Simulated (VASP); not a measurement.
Crystal: Cl.

```xyz
2
Lattice="3.1600 0.0000 0.0000 -1.5800 2.7366 0.0000 0.0000 0.0000 5.1603" Properties=species:S:1:pos:R:3 pbc="T T T"
Cl    0.0000    1.8244    1.2901
Cl    1.5800    0.9122    3.8702
```

- Program: VASP 6.6.1
- Task: relaxation of cell and atoms
- Functional: PBE
- Potentials or basis: VASP PAW PBE potentials, release 64 (Cl)
- Cutoff: 600 eV
- k mesh: 9 × 9 × 5
- Occupations: fermi-dirac, width 0.02 eV
- Spin: no spin polarisation

At the start: pressure -1.0 GPa; volume 22.31 Å³/atom.

**Question.** How do energy, volume and symmetry change on relaxing?

**Answer.** Over 3 steps the energy falls by 2.4 meV/atom and the volume is 21.55 Å³/atom (-3.4 %); space group P6_3/mmc (No. 194, to 0.05 Å).

The path:
```csv
step,energy change (eV),largest force (eV/Å),pressure (GPa),volume (Å³)
1,0.0000,0.0000,-0.97,44.62
2,-0.0039,0.0000,-0.45,43.76
3,-0.0048,0.0000,-0.01,43.10
```

Final structure:
```
Cl
1.0
     3.12452    0.00000    0.00000
    -1.56226    2.70591    0.00000
     0.00000    0.00000    5.09793
Cl
2
Direct
  0.33333 0.66667 0.25000
  0.66667 0.33333 0.75000
```
